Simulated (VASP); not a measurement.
# GeH4W16 in VASP: single point with PBE+D3(BJ)

Aim: the single point of GeH4W16 with PBE+D3(BJ).

Everything below comes from runs of VASP 6.6.1. Logs are shortened: lines on timing, memory, paths and dates and some standing lists are left out, and cuts for length are marked.

### Step 1. The cell of the first run

The cell holds a slab with vacuum, 21 atoms: a = 6.320 Å, b = 5.473 Å, c = 22.703 Å, α = 90.00°, β = 90.00°, γ = 54.74°.

### Step 2. Single point, PBE+D3(BJ)

Input file INCAR:

```
SYSTEM = GeH4W16
PREC     = Accurate       ! precision mode
ENCUT    = 520            ! plane-wave cutoff, eV
EDIFF    = 1E-6           ! SCF threshold, eV
ISMEAR   = -1             ! smearing method
SIGMA    = 0.05           ! smearing width, eV
LREAL    = Auto         
LASPH    = .True.         ! aspherical terms in the spheres
NELM     = 60             ! most SCF steps
ALGO     = Normal         ! electronic algorithm
ISIF     = 2              ! what is computed and relaxed
LWAVE    = .False.        ! write WAVECAR
LCHARG   = .False.        ! write CHGCAR
GGA      = PE             ! functional
IVDW     = 12             ! dispersion correction
NBANDS   = 137            ! bands
```

Input file KPOINTS:

```
regular mesh
0
Gamma
  3 4 1
  0 0 0
```

Input file POSCAR:

```
GeH4W16
1.0
    6.3200000000      0.0000000000      0.0000000000
    3.1600000000      4.4689150000      0.0000000000
    0.0000000000      0.0000000000     22.7033720000
W Ge H
16 1 4
Direct
   -0.2500047551      0.5000095101      0.0440463205
    0.2499952449      0.5000095101      0.0440463205
   -0.2499983217      0.9999966435      0.0440463205
    0.2500016783      0.9999966435      0.0440463205
   -0.0000177424      0.0000671304      0.1411904804
    0.5000000000      0.0000000000      0.1412080990
    0.0000334445      0.4999647565      0.1411684573
    0.4999971646      0.4999423797      0.1411640526
   -0.2501035310      0.5001437709      0.2387134387
    0.2500604557      0.4999423797      0.2386473692
   -0.2498316203      0.9998847595      0.2386649877
    0.2498210736      1.0000413971      0.2386253460
    0.0003025525     -0.0000671304      0.3365667444
    0.5002867298     -0.0000671304      0.3369543520
    0.0001411599      0.5002556549      0.3365094841
    0.4999439373      0.5001437709      0.3363332989
    0.2579442880      0.2393645885      0.4714938380
    0.4996162585      0.0250396349      0.4272052627
    0.1400467780      0.5662672036      0.4535934133
    0.0551207800      0.1711824906      0.4625039840
    0.3591197760      0.1716971569      0.5358851540
```

Potentials or basis: VASP PAW PBE potentials, release 64 (W_sv, Ge_d, H).

Launch:

```sh
$ cat potpaw_PBE.64/W_sv/POTCAR potpaw_PBE.64/Ge_d/POTCAR potpaw_PBE.64/H/POTCAR > POTCAR
$ mpirun -np 1 vasp_std > vasp.out
```

OUTCAR:

```text
SYSTEM = GeH4W16
   PREC = Accurate
   ENCUT = 520
   EDIFF = 1E-6
   ISMEAR = -1
   LREAL = Auto
   LASPH = .True.
   NELM = 60
   ISIF = 2
   GGA = PE
   IVDW = 12
 IVDW          = 12

 ion  position               nearest neighbor table
   1  0.750  0.500  0.044-   8 2.71   7 2.71   4 2.74   3 2.74   3 2.74   4 2.74   5 3.14   6 3.14
                             2 3.16   2 3.16
   2  0.250  0.500  0.044-   8 2.71   7 2.71   3 2.74   4 2.74   4 2.74   3 2.74   5 3.14   6 3.14
                             1 3.16   1 3.16
   3  0.750  1.000  0.044-   5 2.71   6 2.71   2 2.74   1 2.74   1 2.74   2 2.74   8 3.14   7 3.14
                             4 3.16   4 3.16
   4  0.250  1.000  0.044-   5 2.71   6 2.71   1 2.74   2 2.74   2 2.74   1 2.74   7 3.14   8 3.14
                             3 3.16   3 3.16
   5  1.000  0.000  0.141-   4 2.71   3 2.71  12 2.72  11 2.72   7 2.74   8 2.74   8 2.74   7 2.74
                             1 3.14   2 3.14  10 3.14   9 3.15   6 3.16   6 3.16
   6  0.500  0.000  0.141-   4 2.71   3 2.71  12 2.72  11 2.72   8 2.74   7 2.74   7 2.74   8 2.74
                             1 3.14   2 3.14  10 3.14   9 3.14   5 3.16   5 3.16
   7  0.000  0.500  0.141-   2 2.71   1 2.71  10 2.72   9 2.72   5 2.74   6 2.74   6 2.74   5 2.74
                             4 3.14   3 3.14  12 3.14  11 3.14   8 3.16   8 3.16
   8  0.500  0.500  0.141-   2 2.71   1 2.71  10 2.72   9 2.72   6 2.74   5 2.74   5 2.74   6 2.74
                             3 3.14   4 3.14  12 3.14  11 3.15   7 3.16   7 3.16
   9  0.750  0.500  0.239-   8 2.72   7 2.72  16 2.72  15 2.73  11 2.74  12 2.74  12 2.74  11 2.74
                             6 3.14   5 3.15  13 3.15  14 3.16  10 3.16  10 3.16
  10  0.250  0.500  0.239-   8 2.72   7 2.72  16 2.72  15 2.73  11 2.74  12 2.74  12 2.74  11 2.74
                             6 3.14   5 3.14  13 3.15  14 3.16   9 3.16   9 3.16
  11  0.750  1.000  0.239-   5 2.72   6 2.72  13 2.73  14 2.73  10 2.74   9 2.74   9 2.74  10 2.74
                             7 3.14   8 3.15  16 3.15  15 3.15  12 3.16  12 3.16
  12  0.250  0.000  0.239-   5 2.72   6 2.72  13 2.73  10 2.74  14 2.74   9 2.74   9 2.74  10 2.74
                             7 3.14   8 3.14  16 3.15  15 3.15  11 3.16  11 3.16
  13  0.000  1.000  0.337-  12 2.73  11 2.73  16 2.73  15 2.74  15 2.74  16 2.74   9 3.15  10 3.15
                            14 3.16  14 3.16
  14  0.500  1.000  0.337-  18 2.05  11 2.73  15 2.74  12 2.74  16 2.74  16 2.74  15 2.74   9 3.16
                            10 3.16  13 3.16  13 3.16
  15  0.000  0.500  0.337-  10 2.73   9 2.73  13 2.74  14 2.74  14 2.74  13 2.74  11 3.15  12 3.15
                            16 3.16  16 3.16
  16  0.500  0.500  0.336-   9 2.72  10 2.72  13 2.73  14 2.74  14 2.74  13 2.74  12 3.15  11 3.15
                            15 3.16  15 3.16
  17  0.258  0.239  0.471-  20 1.54  19 1.54  21 1.55  18 1.63
  18  0.500  0.025  0.427-  17 1.63  14 2.05
  19  0.140  0.566  0.454-  17 1.54
  20  0.055  0.171  0.463-  17 1.54
  21  0.359  0.172  0.536-  17 1.55

  LATTYP: Found a base centered orthorhombic cell.
 ALAT       =     6.3200000000
 B/A-ratio  =     1.4142136076
 C/A-ratio  =     3.5923056962

  Lattice vectors:

 A1 = (   3.1600000000,  -4.4689150000,   0.0000000000)
 A2 = (   3.1600000000,   4.4689150000,   0.0000000000)
 A3 = (   0.0000000000,   0.0000000000,  22.7033720000)

Analysis of symmetry for initial positions (statically):
=====================================================================
 Subroutine PRICEL returns:
 Original cell was already a primitive cell.

 Routine SETGRP: Setting up the symmetry group for a
 base centered orthorhombic supercell.

 Subroutine GETGRP returns: Found  1 space group operations
 (whereof  1 operations were pure point group operations)
 out of a pool of  8 trial point group operations.

The static configuration has the point symmetry C_1 .

Analysis of symmetry for dynamics (positions and initial velocities):
=====================================================================
 Subroutine PRICEL returns:
 Original cell was already a primitive cell.

 Routine SETGRP: Setting up the symmetry group for a
 base centered orthorhombic supercell.

 Subroutine GETGRP returns: Found  1 space group operations
 (whereof  1 operations were pure point group operations)
 out of a pool of  8 trial point group operations.

The dynamic configuration has the point symmetry C_1 .

 Subroutine INISYM returns: Found  1 space group operations
 (whereof  1 operations are pure point group operations),
 and found     1 'primitive' translations

----------------------------------------------------------------------------------------

                                     Primitive cell

  volume of cell :     641.2237

  direct lattice vectors                    reciprocal lattice vectors
     6.320000000  0.000000000  0.000000000     0.158227848 -0.111883981  0.000000000
     3.160000000  4.468915000  0.000000000     0.000000000  0.223767962  0.000000000
     0.000000000  0.000000000 22.703372000     0.000000000  0.000000000  0.044046321

[... 69 lines left out ...]
     0.000000000  0.000000000  0.000000000

 WARNING: IBZKPT: internal override: KBLOWUP is changed to .FALSE.
      ... skipping the blow-up phase ...

 Subroutine IBZKPT returns following result:
 ===========================================

 Found      7 irreducible k-points:

 Following reciprocal coordinates:
            Coordinates               Weight
  0.000000  0.000000  0.000000      1.000000
  0.333333  0.000000  0.000000      2.000000
  0.000000  0.250000  0.000000      2.000000
  0.333333  0.250000  0.000000      2.000000
 -0.333333  0.250000  0.000000      2.000000
  0.000000  0.500000  0.000000      1.000000
  0.333333  0.500000  0.000000      2.000000
   k-points           NKPTS =      7   k-points in BZ     NKDIM =      7   number of bands    NBANDS=    137
   number of dos      NEDOS =    301   number of ions     NIONS =     21
   total plane-waves  NPLWV = 362880
   dimension x,y,z NGX =    48 NGY =   42 NGZ =  180
   dimension x,y,z NGXF=    96 NGYF=   84 NGZF=  360
   ions per type =              16   1   4
   NGX,Y,Z   is equivalent  to a cutoff of  12.63, 12.76, 13.18 a.u.
   NGXF,Y,Z  is equivalent  to a cutoff of  25.25, 25.51, 26.36 a.u.
 SYSTEM =  GeH4W16
   PREC   = accura    normal or accurate (medium, high low for compatibility)
   ISTART =      0    job   : 0-new  1-cont  2-samecut
   ICHARG =      2    charge: 1-file 2-atom 10-const
   ISPIN  =      1    spin polarized calculation?
   LNONCOLLINEAR =      F non collinear calculations
   LSORBIT =      F    spin-orbit coupling
   LASPH  =      T    aspherical Exc in radial PAW
   ENCUT  =  520.0 eV  38.22 Ry    6.18 a.u.  11.75 10.18 42.21*2*pi/ulx,y,z
   NELM   =     60;   NELMIN=  2; NELMDL= -5     # of ELM steps
   EDIFF  = 0.1E-05   stopping-criterion for ELM
   LREAL  =      T    real-space projection
   EDIFFG = 0.1E-04   stopping-criterion for IOM
   NSW    =      0    number of steps for IOM
   IBRION =     -1    ionic relax: 0-MD 1-quasi-New 2-CG
   NFREE  =      0    steps in history (QN), initial steepest desc. (CG)
   ISIF   =      2    stress and relaxation
   ISYM   =      2    0-nonsym 1-usesym 2-fastsym
   POTIM  = 0.5000    time-step for ionic-motion
   TEBEG  =    0.0;   TEEND  =   0.0 temperature during run
   PSTRESS=    0.0 pullay stress
   NELECT =     242.0000    total number of electrons
   NUPDOWN=      -1.0000    fix difference up-down
   EMIN   =  10.00;   EMAX   =-10.00  energy-range for DOS
   EFERMI =   0.00;   METHOD = LEGACY
   ISMEAR =    -1;   SIGMA  =   0.05  broadening in eV -4-tet -1-fermi 0-gaus
   EFERMI_NEDOS =   21; number of points for ismear=-14 and -15
   IALGO  =     38    algorithm
   IMIX   =      4    mixing-type and parameters
     AMIX     =   0.40;   BMIX     =  1.00
     AMIX_MAG =   1.60;   BMIX_MAG =  1.00
  volume/ion in A,a.u.               =      30.53       206.06
  Fermi-wavevector in a.u.,A,eV,Ry     =   1.183069  2.235676 19.043428  1.399652
  Thomas-Fermi vector in A             =   2.319311
   LORBIT       =      0    0 simple, 1 ext, 2 COOP (PROOUT), +10 PAW based schemes
   GGA     = PE    functional components
   LHFCALC =     F    Hartree Fock is set to
   AEXX    =    0.0000 exact exchange contribution
   IVDW    =    12    specifies the selected vdW correction
   LEPSILON=     F    determine dielectric tensor
   LRPA    =     F    only Hartree local field effects (RPA)
 non-spin polarized calculation
  energy-cutoff  :      520.00
  volume of cell :      641.22
 maximum number of plane-waves:     17296
   NGX = 23   NGY = 21   NGZ = 85

 number of electron     242.0000008 magnetization

 Free energy of the ion-electron system (eV)
  ---------------------------------------------------
  ext. energy  EPLUGINS =         0.00000000
  ---------------------------------------------------
  free energy    TOTEN  =      -213.54463136 eV

  energy without entropy =     -213.47566146  energy(sigma->0) =     -213.51014641

 E-fermi :   2.5050     XC(G=0):  -7.0073

 val. band max:        2.4525072257   @ k =   0.0000   0.2500   0.0000
 cond. band min:       2.5720038440   @ k =   0.0000   0.5000   0.0000
 fundamental gap:      0.1194966184
 Fermi energy:         2.5050131236

 k-point     1 :       0.0000    0.0000    0.0000
  band No.  band energies     occupation
      1     -71.7280      2.00000
      2     -71.6602      2.00000
      3     -71.6237      2.00000
      4     -71.6157      2.00000
      5     -71.6117      2.00000
      6     -71.6006      2.00000
[... 941 lines left out ...]
    132       3.5975      0.00000
    133       3.8102      0.00000
 [bands above 133 left out]

------------------------ aborting loop because EDIFF is reached ----------------------------------------

 Edisp (eV)   -8.59611

 E8    (eV) :    -4.4758

  FORCE on cell =-STRESS in cart. coord.  units (eV):
  Direction    XX          YY          ZZ          XY          YZ          ZX
  --------------------------------------------------------------------------------------
  -------------------------------------------------------------------------------------
  Total     -19.26219   -12.79131    -2.36642     0.75316    -1.32674     0.04131
  in kB     -48.12898   -31.96069    -5.91280     1.88187    -3.31502     0.10321
  external pressure =      -28.67 kB  Pullay stress =        0.00 kB

 VOLUME and BASIS-vectors are now :
 -----------------------------------------------------------------------------
  energy-cutoff  :      520.00
  volume of cell :      641.22
      direct lattice vectors                 reciprocal lattice vectors
     6.320000000  0.000000000  0.000000000     0.158227848 -0.111883981  0.000000000
     3.160000000  4.468915000  0.000000000     0.000000000  0.223767962  0.000000000
     0.000000000  0.000000000 22.703372000     0.000000000  0.000000000  0.044046321

 POSITION                                       TOTAL-FORCE (eV/Angst)
 -----------------------------------------------------------------------------------
      6.32000      2.23450      1.00000         0.006560     -0.040666      0.191451
      3.16000      2.23450      1.00000         0.007708      0.020380      0.174945
      7.90000      4.46890      1.00000        -0.022949      0.024838      0.082560
      4.74000      4.46890      1.00000         0.010504     -0.007228      0.064386
      6.32010      0.00030      3.20550        -0.002910      0.035675     -0.474189
      3.16000      0.00000      3.20590        -0.013865      0.005007     -0.471252
[... 13 lines left out ...]
      0.88930      0.76500     10.50040        -0.025532     -0.059413      0.101716
      2.81220      0.76730     12.16640         0.122610     -0.078642     -0.123610
 -----------------------------------------------------------------------------------
    total drift:                                0.000099      0.000678     -0.002469

  FREE ENERGIE OF THE ION-ELECTRON SYSTEM (eV)
  ---------------------------------------------------
  free  energy   TOTEN  =      -222.1407402572 eV

  energy  without entropy=     -222.0717703609  energy(sigma->0) =     -222.10625531
```

Run time: 50 min. Hardware: 1 thread of Intel Xeon Platinum 8259CL at 2.50GHz (Skylake/Cascade Lake), shared host; peak memory 0.95 GiB.

What came out:

```yaml
Free_energy: -222.1407 eV
Largest_force: 0.874 eV/Å
Band_gap_on_the_k_mesh: zero (bands 121 and 122 overlap by 1.39 eV)
Dispersion_energy_per_atom: -0.409 eV
```

Forces on the atoms (eV/Å):
```
W    0.007 -0.041  0.191
W    0.008  0.020  0.175
W   -0.023  0.025  0.083
W    0.011 -0.007  0.064
W   -0.003  0.036 -0.474
W   -0.014  0.005 -0.471
W    0.007 -0.009 -0.540
W    0.010 -0.017 -0.549
W    0.004  0.104  0.868
W    0.021 -0.031  0.763
W    0.125 -0.049  0.671
W   -0.124  0.005  0.620
W    0.037 -0.028 -0.548
W   -0.171  0.123  0.534
W    0.027  0.181 -0.545
W    0.084  0.049 -0.638
Ge  -0.148 -0.239 -0.463
H    0.045 -0.045  0.267
H   -0.001  0.053  0.015
H   -0.026 -0.059  0.102
H    0.123 -0.079 -0.124
```

Caveat: there is no dipole correction, which matters where the two faces differ; spin-orbit coupling is left out, which moves the levels of the heavy elements.

The gap in the log of VASP goes by the Fermi energy; the results here count the filled bands.